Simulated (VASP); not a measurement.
# YS (Fm-3m) in VASP: notebook, part 2 of 2

VASP 6.6.1. The steps go on from the part before.

**4. Single point, LDA**

Contents of INCAR:

```
SYSTEM = YS
  PREC = Accurate
  ENCUT = 520
  EDIFF = 1E-6
  ISMEAR = 1
  SIGMA = 0.1
  LREAL = .False.
  LASPH = .True.
  NELM = 100
  ALGO = Normal
  ISIF = 2
  LWAVE = .False.
  LCHARG = .True.
  LELF = .True.
  LVHAR = .True.
  ISYM = 0
  NBANDS = 16
```

Contents of KPOINTS:

```
Automatic mesh
0
Gamma
  6 6 6
  0.5 0.5 0.5
```

Contents of POSCAR:

```
YS
1.0
    3.8801070000      0.0000000000      0.0000000000
    1.9400535000      3.3602712314      0.0000000000
    1.9400535000      1.1200904105      3.1680940991
Y S
1 1
Direct
    0.5000000000      0.5000000000      0.5000000000
    0.0000000000      0.0000000000      0.0000000000
```

Potentials or basis: VASP PAW LDA potentials, release 64 (Y_sv, S).

The run is started by

```bash
$ cat potpaw_LDA.64/Y_sv/POTCAR potpaw_LDA.64/S/POTCAR > POTCAR
$ mpirun -np 1 vasp_std > vasp.out
```

OUTCAR:

```text
SYSTEM = YS
   PREC = Accurate
   ENCUT = 520
   EDIFF = 1E-6
   ISMEAR = 1
   LREAL = .False.
   LASPH = .True.
   NELM = 100
   ISIF = 2
   ISYM = 0

 ion  position               nearest neighbor table
   1  0.500  0.500  0.500-   2 2.74   2 2.74   2 2.74   2 2.74   2 2.74   2 2.74
   2  0.000  0.000  0.000-   1 2.74   1 2.74   1 2.74   1 2.74   1 2.74   1 2.74

IMPORTANT INFORMATION: All symmetrisations will be switched off!
NOSYMM: (Re-)initialisation of all symmetry stuff for point group C_1.

----------------------------------------------------------------------------------------

                                     Primitive cell

  volume of cell :      41.3063

  direct lattice vectors                    reciprocal lattice vectors
     3.880107000  0.000000000  0.000000000     0.257724851 -0.148797512 -0.105215730
     1.940053500  3.360271231  0.000000000     0.000000000  0.297595025 -0.105215730
     1.940053500  1.120090411  3.168094099     0.000000000  0.000000000  0.315647190

  length of vectors
     3.880107000  3.880107000  3.880107000     0.315647190  0.315647190  0.315647190

  position of ions in fractional coordinates (direct lattice)
     0.500000000  0.500000000  0.500000000
     0.000000000  0.000000000  0.000000000

  ion indices of the primitive-cell ions
   primitive index   ion index
                 1           1
                 2           2

----------------------------------------------------------------------------------------

 KPOINTS: Automatic mesh

Automatic generation of k-mesh.
 Grid dimensions read from file:
 generate k-points for:    6    6    6

 Generating k-lattice:

  Cartesian coordinates                     Fractional coordinates (reciprocal lattice)
     0.042954142 -0.024799585 -0.017535955     0.166666667 -0.000000000 -0.000000000
     0.000000000  0.049599171 -0.017535955     0.000000000  0.166666667 -0.000000000
     0.000000000  0.000000000  0.052607865     0.000000000  0.000000000  0.166666667

  Length of vectors
     0.052607865  0.052607865  0.052607865

  Shift w.r.t. Gamma in fractional coordinates (k-lattice)
     0.500000000  0.500000000  0.500000000

 Subroutine IBZKPT returns following result:
 ===========================================

 Found    432 irreducible k-points:

 Following reciprocal coordinates:
            Coordinates               Weight
  0.083333  0.083333  0.083333      2.000000
  0.083333  0.000000 -0.000000      2.000000
  0.000000  0.000000 -0.083333      2.000000
  0.000000  0.083333 -0.000000      2.000000
  0.250000  0.083333  0.083333      2.000000
  0.083333  0.250000  0.083333      2.000000
[... 16 lines left out ...]
  0.000000  0.333333 -0.083333      2.000000
  0.333333  0.000000 -0.083333      2.000000
 [... further k-points ...]
   k-points           NKPTS =    432   k-points in BZ     NKDIM =    432   number of bands    NBANDS=     16
   number of dos      NEDOS =    301   number of ions     NIONS =      2
   total plane-waves  NPLWV =  27000
   dimension x,y,z NGX =    30 NGY =   30 NGZ =   30
   dimension x,y,z NGXF=    60 NGYF=   60 NGZF=   60
   ions per type =               1   1
   NGX,Y,Z   is equivalent  to a cutoff of  12.85, 12.85, 12.85 a.u.
   NGXF,Y,Z  is equivalent  to a cutoff of  25.71, 25.71, 25.71 a.u.
 SYSTEM =  YS
   PREC   = accura    normal or accurate (medium, high low for compatibility)
   ISTART =      0    job   : 0-new  1-cont  2-samecut
   ICHARG =      2    charge: 1-file 2-atom 10-const
   ISPIN  =      1    spin polarized calculation?
   LNONCOLLINEAR =      F non collinear calculations
   LSORBIT =      F    spin-orbit coupling
   LASPH  =      T    aspherical Exc in radial PAW
   ENCUT  =  520.0 eV  38.22 Ry    6.18 a.u.   7.21  7.21  7.21*2*pi/ulx,y,z
   NELM   =    100;   NELMIN=  2; NELMDL= -5     # of ELM steps
   EDIFF  = 0.1E-05   stopping-criterion for ELM
   LREAL  =      F    real-space projection
   EDIFFG = 0.1E-04   stopping-criterion for IOM
   NSW    =      0    number of steps for IOM
   IBRION =     -1    ionic relax: 0-MD 1-quasi-New 2-CG
   NFREE  =      0    steps in history (QN), initial steepest desc. (CG)
   ISIF   =      2    stress and relaxation
   ISYM   =      0    0-nonsym 1-usesym 2-fastsym
   POTIM  = 0.5000    time-step for ionic-motion
   TEBEG  =    0.0;   TEEND  =   0.0 temperature during run
   PSTRESS=    0.0 pullay stress
   NELECT =      17.0000    total number of electrons
   NUPDOWN=      -1.0000    fix difference up-down
   EMIN   =  10.00;   EMAX   =-10.00  energy-range for DOS
   EFERMI =   0.00;   METHOD = LEGACY
   ISMEAR =     1;   SIGMA  =   0.10  broadening in eV -4-tet -1-fermi 0-gaus
   EFERMI_NEDOS =   21; number of points for ismear=-14 and -15
   IALGO  =     38    algorithm
   IMIX   =      4    mixing-type and parameters
     AMIX     =   0.40;   BMIX     =  1.00
     AMIX_MAG =   1.60;   BMIX_MAG =  1.00
  volume/ion in A,a.u.               =      20.65       139.37
  Fermi-wavevector in a.u.,A,eV,Ry     =   1.217734  2.301184 20.175754  1.482876
  Thomas-Fermi vector in A             =   2.353044
   LORBIT       =      0    0 simple, 1 ext, 2 COOP (PROOUT), +10 PAW based schemes
   GGA     = CA    functional components
   LHFCALC =     F    Hartree Fock is set to
   AEXX    =    0.0000 exact exchange contribution
   IVDW    =     0    specifies the selected vdW correction
   LEPSILON=     F    determine dielectric tensor
   LRPA    =     F    only Hartree local field effects (RPA)
 non-spin polarized calculation
 Methfessel and Paxton  Order N= 1 SIGMA  =   0.10
  energy-cutoff  :      520.00
  volume of cell :       41.31
 maximum number of plane-waves:      1126
 NGX is ok and might be reduce to    30
   NGX = 15   NGY = 15   NGZ = 15

 number of electron      16.9999999 magnetization

 Free energy of the ion-electron system (eV)
  ---------------------------------------------------
  ext. energy  EPLUGINS =         0.00000000
  ---------------------------------------------------
  free energy    TOTEN  =       -16.02955049 eV

  energy without entropy =      -16.02813552  energy(sigma->0) =      -16.02907883

 E-fermi :   6.7828     XC(G=0): -10.7851

 val. band max:        6.6027896107   @ k =   0.0833   0.0000  -0.0000
 cond. band min:       6.7842348239   @ k =   0.1667   0.2500   0.1667
 fundamental gap:      0.1814452131
 Fermi energy:         6.7827745195

 k-point     1 :       0.0833    0.0833    0.0833
  band No.  band energies     occupation
      1     -36.4247      2.00000
      2     -16.5204      2.00000
      3     -16.4900      2.00000
      4     -16.4900      2.00000
      5      -8.2662      2.00000
      6       2.9008      2.00000
[... 8 lines left out ...]
     15      13.8455      0.00000
     16      18.6124      0.00000

 k-point     2 :       0.0833    0.0000   -0.0000
  band No.  band energies     occupation
      1     -36.4247      2.00000
      2     -16.5204      2.00000
      3     -16.4900      2.00000
      4     -16.4900      2.00000
      5      -8.2662      2.00000
      6       2.9008      2.00000
[... 8 lines left out ...]
     15      13.8455      0.00000
     16      18.6125      0.00000

 k-point     3 :       0.0000    0.0000   -0.0833
  band No.  band energies     occupation
      1     -36.4247      2.00000
      2     -16.5204      2.00000
      3     -16.4900      2.00000
      4     -16.4900      2.00000
      5      -8.2662      2.00000
      6       2.9008      2.00000
[... 8 lines left out ...]
     15      13.8455      0.00000
     16      18.6125      0.00000

 k-point     4 :       0.0000    0.0833   -0.0000
  band No.  band energies     occupation
      1     -36.4247      2.00000
      2     -16.5204      2.00000
      3     -16.4900      2.00000
      4     -16.4900      2.00000
      5      -8.2662      2.00000
      6       2.9008      2.00000
[... 8 lines left out ...]
     15      13.8455      0.00000
     16      18.6124      0.00000
[... 324 lines left out ...]
 k-point    22 :       0.0833   -0.3333    0.0000
  band No.  band energies     occupation
      1     -36.4006      2.00000
      2     -16.8546      2.00000
      3     -16.5407      2.00000
      4     -16.5119      2.00000
      5      -7.2882      2.00000
      6       0.1207      2.00000
[... 8 lines left out ...]
     15      14.3165      0.00000
     16      14.6536      0.00000

 k-point    23 :       0.0000    0.3333   -0.0833
  band No.  band energies     occupation
      1     -36.4006      2.00000
      2     -16.8546      2.00000
      3     -16.5407      2.00000
      4     -16.5119      2.00000
      5      -7.2882      2.00000
      6       0.1207      2.00000
[... 8 lines left out ...]
     15      14.3165      0.00000
     16      14.6536      0.00000

 k-point    24 :       0.3333    0.0000   -0.0833
  band No.  band energies     occupation
      1     -36.4006      2.00000
      2     -16.8546      2.00000
      3     -16.5407      2.00000
      4     -16.5119      2.00000
      5      -7.2882      2.00000
      6       0.1207      2.00000
[... 8 lines left out ...]
     15      14.3165      0.00000
     16      14.6536      0.00000

 [... further k-points ...]
[... 5 lines left out ...]
  --------------------------------------------------------------------------------------
  -------------------------------------------------------------------------------------
  Total       -1.0093167     -1.0093164     -1.0093131      0.0000008      0.0000004     -0.0000042
  in kB      -39.1491153    -39.1491009    -39.1489757      0.0000310      0.0000147     -0.0001634
  external PRESSURE =     -39.1490640 kB  Pullay stress =       0.0000000 kB

 VOLUME and BASIS-vectors are now :
 -----------------------------------------------------------------------------
  energy-cutoff  :      520.00
  volume of cell :       41.31
      direct lattice vectors                 reciprocal lattice vectors
     3.880107000  0.000000000  0.000000000     0.257724851 -0.148797512 -0.105215730
     1.940053500  3.360271231  0.000000000     0.000000000  0.297595025 -0.105215730
     1.940053500  1.120090411  3.168094099     0.000000000  0.000000000  0.315647190

 POSITION                                       TOTAL-FORCE (eV/Angst)
 -----------------------------------------------------------------------------------
      3.88011      2.24018      1.58405        -0.000000      0.000000     -0.000000
      0.00000      0.00000      0.00000         0.000000     -0.000000      0.000000
 -----------------------------------------------------------------------------------
    total drift:                               -0.000000     -0.000000     -0.000000

  FREE ENERGIE OF THE ION-ELECTRON SYSTEM (eV)
  ---------------------------------------------------
  free  energy   TOTEN  =       -16.0295504935 eV

  energy  without entropy=      -16.0281355150  energy(sigma->0) =      -16.02907883
```

Run time: 4 min. Hardware: 1 thread of Intel Xeon Platinum 8259CL at 2.50GHz (Skylake/Cascade Lake), shared host; peak memory 0.41 GiB.

Results:

| Item | Value |
| --- | --- |
| Free energy | -16.0296 eV |
| Pressure | -3.9 GPa |

**5. Single point, LDA**

Contents of INCAR:

```
ALGO = Normal
EDIFF = 1E-7
ENCUT = 520
GGA = CA
ISIF = 2
ISMEAR = 1
ISYM = 0
LASPH = True
LCHARG = False
LREAL = False
LWAVE = False
NBANDS = 16
NELM = 60
PREC = Accurate
SIGMA = 0.05
```

KPOINTS is that of step 4.

POSCAR is that of step 4.

The run is started by

```bash
$ cat potpaw_LDA.64/Y_sv/POTCAR potpaw_LDA.64/S/POTCAR > POTCAR
$ mpirun -np 1 vasp_std > vasp.out
```

Run time: 4.9 min. Hardware: 1 thread of Intel Xeon Platinum 8259CL at 2.50GHz (Skylake/Cascade Lake), shared host; peak memory 0.41 GiB.

Results (log left out):

| Property | Result |
| --- | --- |
| Free energy | -16.0288 eV |
| Pressure | -3.9 GPa |

Levels at points of the mesh, in eV from the Fermi level:
| k point | band 5 | band 6 | band 7 | band 8 | band 9 | band 10 | band 11 | band 12 |
| --- | --- | --- | --- | --- | --- | --- | --- | --- |
| (0.08, 0.08, 0.08) | -15.06 | -3.89 | -3.70 | -3.70 | -0.24 | -0.19 | -0.19 | 0.84 |

**6. The runs side by side**

| smearing | gap on the mesh (eV) | pressure (GPa) |
| --- | --- | --- |
| methfessel-paxton 0.3 eV | none | -3.9 |
| methfessel-paxton 0.2 eV | none | -3.9 |
| methfessel-paxton 0.1 eV | none | -3.9 |
| methfessel-paxton 0.05 eV | none | -3.9 |

Alike in all rows: task single point; level LDA; potentials or basis VASP PAW LDA potentials, release 64 (Y_sv, S); no spin polarisation; cell as given; k mesh 6 × 6 × 6, shifted; cutoff (eV) 520.

Every run on the cell as given and a fine mesh finds a metal.

Total energies depend on the potentials used, so only differences within one code and one set of settings carry meaning.
